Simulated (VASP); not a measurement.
**Ti: single point with PBE**

Ti:

```
CELL_PARAMETERS angstrom
2.93908 0.00000 0.00000
-1.46954 2.54531 0.00000
0.00000 0.00000 4.65599
ATOMIC_POSITIONS crystal
Ti 0.33333 0.66667 0.25000
Ti 0.66667 0.33333 0.75000
```

| Property | Result |
| --- | --- |
| Program | VASP 6.6.1 |
| Task | single point |
| Functional | PBE |
| Potentials or basis | VASP PAW PBE potentials, release 64 (Ti_sv) |
| Cutoff | 520 eV |
| k mesh | 4 × 4 × 3 |
| Occupations | fermi-dirac, width 0.1 eV |
| Spin | no spin polarisation |

```json
{
 "Pressure": "0.2 GPa",
 "Band gap on the k mesh": "zero (band 12 reaches 9.09 eV, above the bottom of band 13 at 8.33 eV)"
}
```

Stress tensor (GPa, compression positive):
```
 1.93  0.00  0.00
 0.00  1.93  0.00
 0.00  0.00 -3.36
```

Levels at points of the mesh, in eV from the Fermi level:
```
           k point  band 10  band 11  band 12  band 13  band 14  band 15
(0.00, 0.00, 0.00)    -2.64     0.80     0.83     0.83     0.92     1.32
(0.50, 0.00, 0.00)    -2.10    -1.79    -0.59     0.52     0.66     1.22
```

Wall time 11 s on 1 thread of Intel Xeon 6975P-C, on a shared host, peak memory 0.15 GiB.

Caveat: the k points lie up to 0.62 Å⁻¹ apart.
